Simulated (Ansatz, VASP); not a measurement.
Te: VASP beside Ansatz

```
Te
1.0
    -3.32278    3.32278    3.09575
     3.32278   -3.32278    3.09575
     3.32278    3.32278   -3.09575
Te
4
Direct
  0.87500 0.62500 0.25000
  0.37500 0.62500 0.75000
  0.37500 0.62500 0.25000
  0.37500 0.12500 0.75000
```

Alike in both runs: task single point; functional PBE; k mesh 4 × 4 × 4; occupations gaussian, width 0.1 eV; no spin polarisation.

|  | VASP | Ansatz |
| --- | --- | --- |
| version | VASP 6.6.1 | Ansatz 0.2.0 |
| potentials or method | VASP PAW PBE potentials, release 64 (Te), cutoff 520 eV | scalar-relativistic, plane waves, PAW |
| valence electrons in the cell | 24 | 64 |

|  | VASP | Ansatz | Ansatz less VASP |
| --- | --- | --- | --- |
| gap on the k mesh at the Fermi level (eV) | none | none | - |
| pressure (GPa) | 15.0 | 14.9 | -0.04 |
| traceless stress, the component that is largest in VASP (GPa) | -2.61 | -2.60 | +0.003 |

A gap of «none» marks a metal or a gap that the smearing closes. VASP's potentials hold 24 valence electrons a cell and Ansatz's 64, so a difference there can come from the potentials and not from the codes.

Neither program's run includes spin-orbit coupling.
